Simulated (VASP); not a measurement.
# Al (I4mm) in VASP: further runs

Runs on Al. Level: PBEsol. Tasks: single point.

Program: VASP 6.6.1. These are calculated values, not measurements. Logs are shortened: lines on timing, memory, paths and dates and some standing lists are left out, and cuts for length are marked.

### 1 The cell of the first run

Symmetry: I4mm, No. 107, tetragonal system. Conventional cell: a = 6.426 Å, b = 6.426 Å, c = 6.426 Å, α = 90.00°, β = 90.00°, γ = 90.00°. Within 3.6 Å of Al (site symmetry 4mm) lie 14 Al at 2.75 to 3.27 Å. Within 3.6 Å of Al (site symmetry m) lie 14 Al at 2.75 to 3.21 Å. Within 3.7 Å of Al (site symmetry 4mm) lie 14 Al at 2.78 to 3.27 Å. Within 3.7 Å of Al (site symmetry 2mm) lie 14 Al at 2.78 to 3.21 Å.

### 2 Single point, PBEsol (atom 1 (Al) moved -0.060 Å along Cartesian [0 0 1])

The input, INCAR:

```
SYSTEM = Al
ALGO = Fast
EDIFF = 1E-7
ENCUT = 520
GGA = PS
ISIF = 2
ISMEAR = 0
LASPH = .True.
LCHARG = .False.
LREAL = .False.
LWAVE = .False.
NBANDS = 22
NELM = 100
PREC = Accurate
SIGMA = 0.15
```

The input, KPOINTS:

```
k-points
0
Gamma
  14 14 14
  0 0 0
```

The input, POSCAR:

```
Al
1.0
    3.2128780077     -3.2128780077     -3.2128780077
   -3.2128780077      3.2128780077     -3.2128780077
    3.2128780077      3.2128780077      3.2128780077
Al
8
Direct
    0.5093374227      0.5093374227      0.0000000000
    0.5000000000      0.0000000000      0.0000000000
    0.0000000000      0.5000000000      0.0000000000
    0.0000000000      0.0000000000      0.0000000000
    0.5000000000      0.5000000000      0.5000000000
    0.5000000000      0.0000000000      0.5000000000
    0.0000000000      0.5000000000      0.5000000000
    0.0000000000      0.0000000000      0.5000000000
```

Potentials or basis: VASP PAW PBE potentials, release 64 (Al).

Run with:

```bash
> cat potpaw_PBE.64/Al/POTCAR > POTCAR
> mpirun -np 1 vasp_std > vasp.out
```

OUTCAR:

```text
SYSTEM = Al
   EDIFF = 1E-7
   ENCUT = 520
   GGA = PS
   ISIF = 2
   ISMEAR = 0
   LASPH = .True.
   LREAL = .False.
   NELM = 100
   PREC = Accurate

 ion  position               nearest neighbor table
   1  0.509  0.509  0.000-   2 2.75   3 2.75   8 2.75   5 2.75   5 2.82   2 2.82   3 2.82   8 2.82
                             4 3.15   6 3.21   7 3.21   7 3.21   6 3.21   4 3.27
   2  0.500  0.000  0.000-   1 2.75   4 2.78   6 2.78   7 2.78   6 2.78   4 2.78   7 2.78   1 2.82
                             3 3.21   5 3.21   5 3.21   8 3.21   3 3.21   8 3.21
   3  0.000  0.500  0.000-   1 2.75   4 2.78   6 2.78   7 2.78   7 2.78   4 2.78   6 2.78   1 2.82
                             2 3.21   5 3.21   8 3.21   5 3.21   2 3.21   8 3.21
   4  0.000  0.000  0.000-   2 2.78   3 2.78   5 2.78   8 2.78   8 2.78   3 2.78   2 2.78   5 2.78
                             1 3.15   7 3.21   7 3.21   6 3.21   6 3.21   1 3.27
   5  0.500  0.500  0.500-   1 2.75   4 2.78   6 2.78   7 2.78   6 2.78   7 2.78   4 2.78   1 2.82
                             2 3.21   2 3.21   8 3.21   3 3.21   8 3.21   3 3.21
   6  0.500  0.000  0.500-   2 2.78   3 2.78   5 2.78   8 2.78   2 2.78   5 2.78   8 2.78   3 2.78
                             7 3.21   4 3.21   7 3.21   4 3.21   1 3.21   1 3.21
   7  0.000  0.500  0.500-   2 2.78   3 2.78   5 2.78   8 2.78   3 2.78   8 2.78   5 2.78   2 2.78
                             4 3.21   6 3.21   6 3.21   4 3.21   1 3.21   1 3.21
   8  0.000  0.000  0.500-   1 2.75   6 2.78   7 2.78   4 2.78   4 2.78   7 2.78   6 2.78   1 2.82
                             3 3.21   2 3.21   3 3.21   5 3.21   2 3.21   5 3.21

  LATTYP: Found a body centered cubic cell.
 ALAT       =     6.4257560154

  Lattice vectors:

 A1 = (   3.2128780077,  -3.2128780077,  -3.2128780077)
 A2 = (  -3.2128780077,   3.2128780077,  -3.2128780077)
 A3 = (   3.2128780077,   3.2128780077,   3.2128780077)

Analysis of symmetry for initial positions (statically):
=====================================================================
 Subroutine PRICEL returns:
 Original cell was already a primitive cell.

 Routine SETGRP: Setting up the symmetry group for a
 body centered cubic supercell.

 Subroutine GETGRP returns: Found  8 space group operations
 (whereof  8 operations were pure point group operations)
 out of a pool of 48 trial point group operations.

The static configuration has the point symmetry C_4v.

Analysis of symmetry for dynamics (positions and initial velocities):
=====================================================================
 Subroutine PRICEL returns:
[... 130 lines left out ...]
   TEBEG  =    0.0;   TEEND  =   0.0 temperature during run
   PSTRESS=    0.0 pullay stress
   NELECT =      24.0000    total number of electrons
   NUPDOWN=      -1.0000    fix difference up-down
   EMIN   =  10.00;   EMAX   =-10.00  energy-range for DOS
   EFERMI =   0.00;   METHOD = LEGACY
   ISMEAR =     0;   SIGMA  =   0.15  broadening in eV -4-tet -1-fermi 0-gaus
   EFERMI_NEDOS =   21; number of points for ismear=-14 and -15
   IALGO  =     68    algorithm
   IMIX   =      4    mixing-type and parameters
     AMIX     =   0.40;   BMIX     =  1.00
     AMIX_MAG =   1.60;   BMIX_MAG =  1.00
  volume/ion in A,a.u.               =      16.58       111.90
  Fermi-wavevector in a.u.,A,eV,Ry     =   0.925901  1.749698 11.664164  0.857292
  Thomas-Fermi vector in A             =   2.051805
   LORBIT       =      0    0 simple, 1 ext, 2 COOP (PROOUT), +10 PAW based schemes
   GGA     = PS    functional components
   LHFCALC =     F    Hartree Fock is set to
   AEXX    =    0.0000 exact exchange contribution
   IVDW    =     0    specifies the selected vdW correction
   LEPSILON=     F    determine dielectric tensor
   LRPA    =     F    only Hartree local field effects (RPA)
 non-spin polarized calculation
 RMM-DIIS sequential band-by-band and
 Gauss-broadening in eV      SIGMA  =   0.15
  energy-cutoff  :      520.00
  volume of cell :      132.66
 maximum number of plane-waves:      3592
 NGX is ok and might be reduce to    42
   NGX = 21   NGY = 21   NGZ = 21

 number of electron      23.9999999 magnetization

 Free energy of the ion-electron system (eV)
  ---------------------------------------------------
  ext. energy  EPLUGINS =         0.00000000
  ---------------------------------------------------
  free energy    TOTEN  =       -31.96423591 eV

  energy without entropy =      -31.92621850  energy(sigma->0) =      -31.94522721

 E-fermi :   7.8894     XC(G=0): -10.2422

 val. band max:        7.8725445941   @ k =   0.2143   0.1429   0.0000
 cond. band min:       7.8908684242   @ k =   0.2143  -0.3571   0.3571
 fundamental gap:      0.0183238300
 Fermi energy:         7.8894051344

 k-point     1 :       0.0000    0.0000    0.0000
  band No.  band energies     occupation
      1      -3.1937      2.00000
      2       3.5755      2.00000
      3       3.5923      2.00000
      4       3.5923      2.00000
      5       3.5983      2.00000
      6       3.5992      2.00000
[... 589 lines left out ...]
     21      12.3393      0.00000
     22      12.7267      0.00000

 [... further k-points ...]

------------------------ aborting loop because EDIFF is reached ----------------------------------------

  FORCE on cell =-STRESS in cart. coord.  units (eV):
  Direction    XX          YY          ZZ          XY          YZ          ZX
  --------------------------------------------------------------------------------------
  -------------------------------------------------------------------------------------
  Total        0.0424559      0.0424559      0.0185832      0.0000000      0.0000000     -0.0000000
  in kB        0.5127502      0.5127502      0.2244333      0.0000000      0.0000000     -0.0000000
  external PRESSURE =       0.4166446 kB  Pullay stress =       0.0000000 kB

 VOLUME and BASIS-vectors are now :
 -----------------------------------------------------------------------------
  energy-cutoff  :      520.00
  volume of cell :      132.66
      direct lattice vectors                 reciprocal lattice vectors
     3.212878008 -3.212878008 -3.212878008     0.155623711  0.000000000 -0.155623711
    -3.212878008  3.212878008 -3.212878008     0.000000000  0.155623711 -0.155623711
     3.212878008  3.212878008  3.212878008     0.155623711  0.155623711  0.000000000

 POSITION                                       TOTAL-FORCE (eV/Angst)
 -----------------------------------------------------------------------------------
      0.00000      0.00000     -3.27288         0.000000      0.000000      0.255939
      1.60644     -1.60644     -1.60644        -0.084057      0.084057     -0.058633
     -1.60644      1.60644     -1.60644         0.084057     -0.084057     -0.058633
      0.00000      0.00000      0.00000        -0.000000      0.000000     -0.009662
      1.60644      1.60644     -1.60644        -0.084057     -0.084057     -0.058633
      3.21288      0.00000      0.00000        -0.000000      0.000000     -0.005872
      0.00000      3.21288      0.00000        -0.000000      0.000000     -0.005872
      1.60644      1.60644      1.60644         0.084057      0.084057     -0.058633
 -----------------------------------------------------------------------------------
    total drift:                               -0.000000     -0.000000      0.000005

  FREE ENERGIE OF THE ION-ELECTRON SYSTEM (eV)
  ---------------------------------------------------
  free  energy   TOTEN  =       -31.9642359073 eV

  energy  without entropy=      -31.9262185034  energy(sigma->0) =      -31.94522721
```

Wall time 22 min (1 thread of Oxide Virtual Turin-like, shared host); peak memory 0.56 GiB.

What came out:

```yaml
Free_energy: -31.9642 eV
Pressure: 0.0 GPa
Largest_force: 0.256 eV/Å
Band_gap_on_the_k_mesh: zero (bands 12 and 13 overlap by 5.45 eV)
```

Forces on the atoms (eV/Å):
```
Al   0.000  0.000  0.256
Al  -0.084  0.084 -0.059
Al   0.084 -0.084 -0.059
Al   0.000  0.000 -0.010
Al  -0.084 -0.084 -0.059
Al   0.000  0.000 -0.006
Al   0.000  0.000 -0.006
Al   0.084  0.084 -0.059
```

Caveat: the cell differs from its parent crystal (atom 1 (Al) moved -0.060 Å along Cartesian [0 0 1]); the PAW data sets were made with another functional, which shifts forces and pressure a little.

### 3 Single point, PBEsol (atom 1 (Al) moved +0.040 Å along Cartesian [0 0 1])

The input, INCAR:

```
SYSTEM = Al
  PREC = Accurate
  ENCUT = 520
  EDIFF = 1E-6
  ISMEAR = 0
  SIGMA = 0.15
  LREAL = .FALSE.
  LASPH = .TRUE.
  NELM = 60
  ALGO = Fast
  ISIF = 2
  LWAVE = .FALSE.
  LCHARG = .FALSE.
  GGA = PS
  NBANDS = 22
```

The input, KPOINTS:

```
Automatic mesh
0
G
  14 14 14
  0 0 0
```

Edit POSCAR of step 2 so:

```diff
@@ -8,3 +8,3 @@
 Direct
-    0.5093374227      0.5093374227      0.0000000000
+    0.4937750515      0.4937750515      0.0000000000
     0.5000000000      0.0000000000      0.0000000000
```

Potentials or basis: VASP PAW PBE potentials, release 64 (Al).

Run with:

```bash
> cat potpaw_PBE.64/Al/POTCAR > POTCAR
> mpirun -np 1 vasp_std > vasp.out
```

Wall time 19 min (1 thread of Oxide Virtual Turin-like, shared host); peak memory 0.56 GiB.

Results (log left out):

* Free energy: -31.9685 eV
* Pressure: 0.0 GPa
* Largest force: 0.171 eV/Å
* Band gap on the k mesh: zero (bands 12 and 13 overlap by 5.46 eV)

Forces on the atoms (eV/Å):
```
Al   0.000  0.000 -0.171
Al   0.056 -0.056  0.039
Al  -0.056  0.056  0.039
Al   0.000  0.000  0.006
Al   0.056  0.056  0.039
Al   0.000  0.000  0.004
Al   0.000  0.000  0.004
Al  -0.056 -0.056  0.039
```

Levels at points of the mesh, in eV from the Fermi level:
| k point | band 9 | band 10 | band 11 | band 12 | band 13 | band 14 | band 15 | band 16 |
| --- | --- | --- | --- | --- | --- | --- | --- | --- |
| (0.00, 0.00, 0.00) | -3.84 | -3.84 | -3.84 | -3.84 | -3.83 | 1.87 | 1.87 | 1.87 |
| (0.50, 0.00, 0.00) | -2.14 | -2.10 | 0.67 | 0.69 | 0.71 | 0.73 | 1.32 | 1.33 |
| (0.00, 0.00, 0.50) | -2.12 | -2.12 | 0.66 | 0.69 | 0.71 | 0.74 | 1.33 | 1.34 |
| (0.50, 0.50, 0.50) | -0.96 | -0.96 | -0.94 | -0.94 | 0.38 | 0.38 | 4.94 | 4.95 |

Caveat: the cell differs from its parent crystal (atom 1 (Al) moved +0.040 Å along Cartesian [0 0 1]); the PAW data sets were made with another functional, which shifts forces and pressure a little.
